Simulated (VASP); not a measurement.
Write the native input for VASP 6.6.1 that does the following.

| Property | Result |
| --- | --- |
| Task | single point |
| Functional | PBE |
| Potentials or basis | VASP PAW PBE potentials, release 64 (K_sv, Cl) |
| Cutoff | 500 eV |
| k mesh | 6 × 6 × 6 |
| Occupations | gaussian, width 0.02 eV |
| Spin | no spin polarisation |
| Dipole correction | no |
| Further INCAR settings | ALGO = Normal; EDIFF = 1e-06; NBANDS = 15 |

The structure of KCl lies in POSCAR:

```
KCl
1.0
    0.0000000000      3.1890087349      3.1890087349
    3.1890087349      0.0000000000      3.1890087349
    3.1890087349      3.1890087349      0.0000000000
K Cl
1 1
Direct
    0.0000000000      0.0000000000      0.0000000000
    0.5000000000      0.5000000000      0.5000000000
```

This cell differs from its parent crystal: Cs replaced by K, lengths x 0.929, strained.

One way to write it, as run:

INCAR

```
SYSTEM = KCl
ALGO = Normal
EDIFF = 1E-6
ENCUT = 500
GGA = PE
GGA_COMPAT = .False.
ISIF = 2
ISMEAR = 0
LASPH = .True.
LCHARG = .False.
LREAL = .False.
LWAVE = .False.
NBANDS = 15
NELM = 120
PREC = Accurate
SIGMA = 0.02
```

KPOINTS

```
k-points
0
Gamma
  6 6 6
  0 0 0
```

Potentials or basis: VASP PAW PBE potentials, release 64 (K_sv, Cl).

Command:

```console
$ cat potpaw_PBE.64/K_sv/POTCAR potpaw_PBE.64/Cl/POTCAR > POTCAR
$ mpirun -np 1 vasp_std > vasp.out
```

Results of the run:

The pressure is 0.0 GPa. The band gap on the k mesh is 5.05 eV, direct.

Caveat: the cell differs from its parent crystal (Cs replaced by K, lengths x 0.929, strained).

It took 29 s on 1 thread of Intel Xeon 8259CL, on a shared host, peak memory 0.2 GiB.
